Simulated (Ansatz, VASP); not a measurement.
**Li3SiS6: VASP beside Ansatz**

```xyz
10
Lattice="0.0000 4.6283 4.6283 4.6283 0.0000 4.6283 4.6283 4.6283 0.0000" Properties=species:S:1:pos:R:3 pbc="T T T"
Li    2.3142    2.3142    2.3142
Li    6.9425    6.9425    6.9425
Li    4.6283    4.6283    4.6283
Si    0.0000    0.0000    0.0000
S     2.2043    4.6283    4.6283
S     7.0523    4.6283    4.6283
S     4.6283    2.2043    4.6283
S     4.6283    7.0523    4.6283
S     4.6283    4.6283    2.2043
S     4.6283    4.6283    7.0523
```

Change from the starting cell: species swapped into the K3HoF6 type (Fm-3m, No. 225).

Alike in both runs: functional PBE; k mesh 8 × 8 × 8; occupations gaussian, width 0.1 eV; no spin polarisation.

Ansatz relaxed the structure, and its values are those at the end. VASP's run is a single point on that final structure, the one shown.

|  | VASP | Ansatz |
| --- | --- | --- |
| version | VASP 6.6.1 | Ansatz 0.2.0 |
| potentials or method | VASP PAW PBE potentials, release 64 (Li_sv, Si, S), cutoff 520 eV | scalar-relativistic, plane waves, PAW |
| valence electrons in the cell | 49 | 49 |

Ansatz gave:

- gap on the k mesh at the Fermi level (eV): none
- rms of the force components (eV/Å): 0.000

Q: What did VASP give for the same quantities?

A: gap on the k mesh at the Fermi level (eV): none; rms of the force components (eV/Å): 0.005.

A gap of «none» marks a metal or a gap that the smearing closes. With one functional, cell and mesh, what is left measures potentials, basis and numerics.

Noted on VASP's run: the cutoff is under 1.25 times that of the potentials, so the pressure is a little rough.
